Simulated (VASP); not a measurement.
Input of a VASP 6.6.1 run:

File INCAR:

```
ALGO = Normal
EDIFF = 1E-6
ENCUT = 520
GGA = PE
ISIF = 2
ISMEAR = -1
ISPIN = 2
LASPH = T
LCHARG = F
LMAXMIX = 6
LORBIT = 11
LREAL = F
LWAVE = F
MAGMOM = 1
NBANDS = 16
NELM = 150
PREC = Accurate
SIGMA = 0.05
```

KPOINTS

```
k-points
0
Gamma
  15 15 15
```

File POSCAR:

```
Ce
1.0
    0.0000000000      2.3680617085      2.3680617085
    2.3680617085      0.0000000000      2.3680617085
    2.3680617085      2.3680617085      0.0000000000
Ce
1
Direct
    0.0000000000      0.0000000000      0.0000000000
```

Potentials or basis: VASP PAW PBE potentials, release 64 (Ce).

The run is started by

```sh
$ cat potpaw_PBE.64/Ce/POTCAR > POTCAR
$ mpirun -np 1 vasp_std > vasp.out
```

(1) What does it give for the pressure?

(2) What does it give for the net moment?

(3) What does it give for the band gap on the k mesh?

## Answers

(1) -0.1 GPa.

(2) 0.00 μB per cell.

(3) zero (filled and empty bands overlap).

Caveat: the magnetic or orbital state may not be the lowest; spin-orbit coupling is left out, which moves the levels of the heavy elements; semilocal functionals describe open f shells poorly, which spoils levels, moments and volumes.
